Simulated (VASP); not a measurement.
# LiCl (Immm) in VASP: a series of runs

Runs on LiCl. Level: LDA. Tasks: single point.

Program: VASP 6.6.1. These are calculated values, not measurements. Logs are shortened: lines on timing, memory, paths and dates and some standing lists are left out, and cuts for length are marked.

### Step 1. The cell of the first run

The structure is orthorhombic, space group Immm (No. 71). The conventional cell has a = 3.555 Å, b = 3.700 Å, c = 5.130 Å, α = 90.00°, β = 90.00°, γ = 90.00°. Li (site symmetry mmm) has 6 Cl at 2.56 to 2.57 Å within 3.4 Å. Cl (site symmetry mmm) has 6 Li at 2.56 to 2.57 Å within 3.4 Å.

### Step 2. Single point, LDA (strain -0.0400 x Voigt [0, 0, 0, 0, 1, 0])

Contents of INCAR:

```
SYSTEM = LiCl
PREC     = Accurate       ! precision mode
ENCUT    = 520            ! plane-wave cutoff, eV
EDIFF    = 1E-7           ! SCF threshold, eV
ISMEAR   = 0              ! smearing method
SIGMA    = 0.05           ! smearing width, eV
LREAL    = .False.        ! projectors in reciprocal space
LASPH    = .True.         ! aspherical terms in the spheres
NELM     = 80             ! most SCF steps
ALGO     = Normal         ! electronic algorithm
ISIF     = 2              ! what is computed and relaxed
LWAVE    = .False.        ! write WAVECAR
LCHARG   = .False.        ! write CHGCAR
GGA      = CA             ! functional
NBANDS   = 12             ! bands
```

Contents of KPOINTS:

```
Automatic mesh
0
Gamma
  8 8 8
  0 0 0
```

Contents of POSCAR:

```
LiCl
1.0
   -0.0512952000      2.5647600000      2.5647600000
    2.5134648000      0.0000000000      2.5134648000
    2.5647600000      2.5647600000     -0.0512952000
Li Cl
1 1
Direct
    0.0000000000      0.0000000000      0.0000000000
    0.5000000000      0.5000000000      0.5000000000
```

Potentials or basis: VASP PAW LDA potentials, release 64 (Li_sv, Cl).

Run with:

```sh
> cat potpaw_LDA.64/Li_sv/POTCAR potpaw_LDA.64/Cl/POTCAR > POTCAR
> mpirun -np 1 vasp_std > vasp.out
```

OUTCAR:

```text
SYSTEM = LiCl
   PREC = Accurate
   ENCUT = 520
   EDIFF = 1E-7
   ISMEAR = 0
   LREAL = .False.
   LASPH = .True.
   NELM = 80
   ISIF = 2
   GGA = CA

 ion  position               nearest neighbor table
   1  0.000  0.000  0.000-   2 2.56   2 2.56   2 2.57   2 2.57   2 2.57   2 2.57
   2  0.500  0.500  0.500-   1 2.56   1 2.56   1 2.57   1 2.57   1 2.57   1 2.57

  LATTYP: Found a body centered orthorhombic cell.
 ALAT       =     3.5545760087
 B/A-ratio  =     1.0408163265
 C/A-ratio  =     1.4430750636

  Lattice vectors:

 A1 = (   2.5647600000,  -2.5647600000,  -0.0512952000)
 A2 = (  -2.5647600000,  -2.5647600000,   0.0512952000)
 A3 = (   0.0512952000,   2.5647600000,  -2.5647600000)

Analysis of symmetry for initial positions (statically):
=====================================================================
 Subroutine PRICEL returns:
 Original cell was already a primitive cell.

 Routine SETGRP: Setting up the symmetry group for a
 body centered orthorhombic supercell.

 Subroutine GETGRP returns: Found  8 space group operations
 (whereof  8 operations were pure point group operations)
 out of a pool of  8 trial point group operations.

The static configuration has the point symmetry D_2h.

Analysis of symmetry for dynamics (positions and initial velocities):
=====================================================================
 Subroutine PRICEL returns:
 Original cell was already a primitive cell.

 Routine SETGRP: Setting up the symmetry group for a
 body centered orthorhombic supercell.

 Subroutine GETGRP returns: Found  8 space group operations
 (whereof  8 operations were pure point group operations)
 out of a pool of  8 trial point group operations.

The dynamic configuration has the point symmetry D_2h.

 Subroutine INISYM returns: Found  8 space group operations
 (whereof  8 operations are pure point group operations),
 and found     1 'primitive' translations

----------------------------------------------------------------------------------------

                                     Primitive cell

  volume of cell :      33.7285

  direct lattice vectors                    reciprocal lattice vectors
    -0.051295200  2.564760000  2.564760000    -0.191127466  0.194950015  0.191127466
     2.513464800  0.000000000  2.513464800     0.198928587 -0.194950015  0.198928587
     2.564760000  2.564760000 -0.051295200     0.191127466  0.194950015 -0.191127466

  length of vectors
     3.627481070  3.554576009  3.627481070     0.333264046  0.342272805  0.333264046

  position of ions in fractional coordinates (direct lattice)
     0.000000000  0.000000000  0.000000000
     0.500000000  0.500000000  0.500000000

  ion indices of the primitive-cell ions
   primitive index   ion index
                 1           1
                 2           2

----------------------------------------------------------------------------------------

 KPOINTS: Automatic mesh

Automatic generation of k-mesh.
 Grid dimensions read from file:
 generate k-points for:    8    8    8

 Generating k-lattice:

  Cartesian coordinates                     Fractional coordinates (reciprocal lattice)
    -0.023890933  0.024368752  0.023890933     0.125000000  0.000000000  0.000000000
     0.024866073 -0.024368752  0.024866073     0.000000000  0.125000000  0.000000000
     0.023890933  0.024368752 -0.023890933     0.000000000  0.000000000  0.125000000

  Length of vectors
     0.041658006  0.042784101  0.041658006

  Shift w.r.t. Gamma in fractional coordinates (k-lattice)
     0.000000000  0.000000000  0.000000000

 Subroutine IBZKPT returns following result:
 ===========================================

 Found     95 irreducible k-points:

 Following reciprocal coordinates:
            Coordinates               Weight
  0.000000  0.000000  0.000000      1.000000
  0.125000  0.000000  0.000000      4.000000
  0.250000  0.000000  0.000000      4.000000
  0.375000  0.000000  0.000000      4.000000
  0.500000  0.000000  0.000000      2.000000
  0.000000  0.125000 -0.000000      4.000000
[... 16 lines left out ...]
  0.125000  0.375000  0.000000      8.000000
  0.250000  0.375000  0.000000      8.000000
 [... further k-points ...]
   k-points           NKPTS =     95   k-points in BZ     NKDIM =     95   number of bands    NBANDS=     12
   number of dos      NEDOS =    301   number of ions     NIONS =      2
   total plane-waves  NPLWV =  21952
   dimension x,y,z NGX =    28 NGY =   28 NGZ =   28
   dimension x,y,z NGXF=    56 NGYF=   56 NGZF=   56
   ions per type =               1   1
   NGX,Y,Z   is equivalent  to a cutoff of  12.83, 13.10, 12.83 a.u.
   NGXF,Y,Z  is equivalent  to a cutoff of  25.66, 26.19, 25.66 a.u.
 SYSTEM =  LiCl
   PREC   = accura    normal or accurate (medium, high low for compatibility)
   ISTART =      0    job   : 0-new  1-cont  2-samecut
   ICHARG =      2    charge: 1-file 2-atom 10-const
   ISPIN  =      1    spin polarized calculation?
   LNONCOLLINEAR =      F non collinear calculations
   LSORBIT =      F    spin-orbit coupling
   LASPH  =      T    aspherical Exc in radial PAW
   ENCUT  =  520.0 eV  38.22 Ry    6.18 a.u.   6.74  6.61  6.74*2*pi/ulx,y,z
   NELM   =     80;   NELMIN=  2; NELMDL= -5     # of ELM steps
   EDIFF  = 0.1E-06   stopping-criterion for ELM
   LREAL  =      F    real-space projection
   EDIFFG = 0.1E-05   stopping-criterion for IOM
   NSW    =      0    number of steps for IOM
   IBRION =     -1    ionic relax: 0-MD 1-quasi-New 2-CG
   NFREE  =      0    steps in history (QN), initial steepest desc. (CG)
   ISIF   =      2    stress and relaxation
   ISYM   =      2    0-nonsym 1-usesym 2-fastsym
   POTIM  = 0.5000    time-step for ionic-motion
   TEBEG  =    0.0;   TEEND  =   0.0 temperature during run
   PSTRESS=    0.0 pullay stress
   NELECT =      10.0000    total number of electrons
   NUPDOWN=      -1.0000    fix difference up-down
   EMIN   =  10.00;   EMAX   =-10.00  energy-range for DOS
   EFERMI =   0.00;   METHOD = LEGACY
   ISMEAR =     0;   SIGMA  =   0.05  broadening in eV -4-tet -1-fermi 0-gaus
   EFERMI_NEDOS =   21; number of points for ismear=-14 and -15
   IALGO  =     38    algorithm
   IMIX   =      4    mixing-type and parameters
     AMIX     =   0.40;   BMIX     =  1.00
     AMIX_MAG =   1.60;   BMIX_MAG =  1.00
  volume/ion in A,a.u.               =      16.86       113.81
  Fermi-wavevector in a.u.,A,eV,Ry     =   1.091631  2.062884 16.213506  1.191659
  Thomas-Fermi vector in A             =   2.227881
   LORBIT       =      0    0 simple, 1 ext, 2 COOP (PROOUT), +10 PAW based schemes
   GGA     = CA    functional components
   LHFCALC =     F    Hartree Fock is set to
   AEXX    =    0.0000 exact exchange contribution
   IVDW    =     0    specifies the selected vdW correction
   LEPSILON=     F    determine dielectric tensor
   LRPA    =     F    only Hartree local field effects (RPA)
 non-spin polarized calculation
 Gauss-broadening in eV      SIGMA  =   0.05
  energy-cutoff  :      520.00
  volume of cell :       33.73
 maximum number of plane-waves:       922
   NGX = 13   NGY = 13   NGZ = 13

 number of electron      10.0000002 magnetization

 Free energy of the ion-electron system (eV)
  ---------------------------------------------------
  ext. energy  EPLUGINS =         0.00000000
  ---------------------------------------------------
  free energy    TOTEN  =        -8.05829691 eV

  energy without entropy =       -8.05829691  energy(sigma->0) =       -8.05829691

 E-fermi :   0.8641     XC(G=0):  -9.1664

 val. band max:        0.5844215101   @ k =   0.0000   0.0000   0.0000
 cond. band min:       6.4561091823   @ k =   0.0000   0.0000   0.0000
 fundamental gap:      5.8716876722
 Fermi energy:         0.8641078532

 k-point     1 :       0.0000    0.0000    0.0000
  band No.  band energies     occupation
      1     -42.0166      2.00000
      2     -12.8696      2.00000
      3       0.3406      2.00000
      4       0.4538      2.00000
      5       0.5844      2.00000
      6       6.4561      0.00000
      7      11.8652      0.00000
      8      12.2035      0.00000
      9      12.5382      0.00000
     10      14.5057      0.00000
     11      14.5376      0.00000
     12      14.6577      0.00000

 k-point     2 :       0.1250    0.0000    0.0000
  band No.  band energies     occupation
      1     -42.0161      2.00000
      2     -12.7960      2.00000
      3      -0.1616      2.00000
      4       0.3856      2.00000
      5       0.5413      2.00000
      6       6.9266      0.00000
      7      11.2040      0.00000
      8      11.9908      0.00000
      9      12.3072      0.00000
     10      13.2837      0.00000
     11      13.5499      0.00000
     12      15.0792      0.00000

 k-point     3 :       0.2500    0.0000    0.0000
  band No.  band energies     occupation
      1     -42.0151      2.00000
      2     -12.6084      2.00000
      3      -1.2246      2.00000
      4       0.3089      2.00000
      5       0.4424      2.00000
      6       7.3787      0.00000
      7      10.8557      0.00000
      8      11.0648      0.00000
      9      11.1051      0.00000
     10      14.0715      0.00000
     11      14.5110      0.00000
     12      15.7202      0.00000
[... 286 lines left out ...]
 k-point    23 :       0.1250    0.3750    0.0000
  band No.  band energies     occupation
      1     -42.0137      2.00000
      2     -12.3617      2.00000
      3      -1.7950      2.00000
      4      -0.0759      2.00000
      5       0.0043      2.00000
      6       7.7098      0.00000
      7       9.6003      0.00000
      8      10.7877      0.00000
      9      11.2971      0.00000
     10      14.3551      0.00000
     11      16.6895      0.00000
     12      17.1697      0.00000

 k-point    24 :       0.2500    0.3750    0.0000
  band No.  band energies     occupation
      1     -42.0134      2.00000
      2     -12.2900      2.00000
      3      -1.7497      2.00000
      4      -0.4329      2.00000
      5      -0.3147      2.00000
      6       8.6599      0.00000
      7       9.4522      0.00000
      8      10.0514      0.00000
      9      12.2805      0.00000
     10      13.6810      0.00000
     11      17.1829      0.00000
     12      18.6411      0.00000

 [... further k-points ...]

------------------------ aborting loop because EDIFF is reached ----------------------------------------

  FORCE on cell =-STRESS in cart. coord.  units (eV):
  Direction    XX          YY          ZZ          XY          YZ          ZX
  --------------------------------------------------------------------------------------
  -------------------------------------------------------------------------------------
  Total       -0.6864932     -0.7018259     -0.6864932     -0.0000000      0.0000000      0.2012127
  in kB      -32.6099707    -33.3383088    -32.6099707     -0.0000000      0.0000000      9.5580539
  external PRESSURE =     -32.8527501 kB  Pullay stress =       0.0000000 kB

 VOLUME and BASIS-vectors are now :
 -----------------------------------------------------------------------------
  energy-cutoff  :      520.00
  volume of cell :       33.73
      direct lattice vectors                 reciprocal lattice vectors
    -0.051295200  2.564760000  2.564760000    -0.191127466  0.194950015  0.191127466
     2.513464800  0.000000000  2.513464800     0.198928587 -0.194950015  0.198928587
     2.564760000  2.564760000 -0.051295200     0.191127466  0.194950015 -0.191127466

 POSITION                                       TOTAL-FORCE (eV/Angst)
 -----------------------------------------------------------------------------------
      0.00000      0.00000      0.00000         0.000000      0.000000     -0.000000
      2.51346      2.56476      2.51346        -0.000000     -0.000000      0.000000
 -----------------------------------------------------------------------------------
    total drift:                                0.000000      0.000000      0.000000

  FREE ENERGIE OF THE ION-ELECTRON SYSTEM (eV)
  ---------------------------------------------------
  free  energy   TOTEN  =        -8.0582969122 eV

  energy  without entropy=       -8.0582969122  energy(sigma->0) =       -8.05829691
```

Wall time 18 s (1 thread of Intel Xeon Platinum 8488C (Sapphire Rapids), shared host); peak memory 0.15 GiB.

Results:

| Item | Value |
| --- | --- |
| Free energy | -8.0583 eV |
| Band gap on the k mesh | 5.87 eV, direct |

Caveat: the cell differs from its parent crystal (strain -0.0400 x Voigt [0, 0, 0, 0, 1, 0]); the cutoff is under 1.25 times the usual one of these potentials, so pressure, stress and relaxed cells hold a basis-set (Pulay) error. A k mesh can miss the band edges.

(Continued in part 2 of 2.)
